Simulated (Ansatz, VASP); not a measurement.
# Two plane-wave programs on Ge

```
Ge
1.0
     0.00000    2.82291    2.99934
     2.82291    0.00000    2.99934
     2.82291    2.82291    0.00000
Ge
2
Direct
  0.50000 0.50000 0.50000
  0.75000 0.75000 0.75000
```

Alike in both runs: task single point; functional PBE; k mesh 14 × 14 × 14; occupations gaussian, width 0.15 eV; no spin polarisation.

|  | VASP | Ansatz |
| --- | --- | --- |
| version | VASP 6.6.1 | Ansatz 0.2.0 |
| potentials or method | VASP PAW PBE potentials, release 64 (Ge_d), cutoff 520 eV | scalar-relativistic, plane waves, PAW |
| valence electrons in the cell | 28 | 28 |

```tsv
	VASP	Ansatz	Ansatz less VASP
gap on the k mesh at the Fermi level (eV)	none	none	-
pressure (GPa)	-0.1	0.0	+0.11
traceless stress, the component that is largest in VASP (GPa)	-2.93	-2.92	+0.008
```

A gap of «none» marks a metal or a gap that the smearing closes.
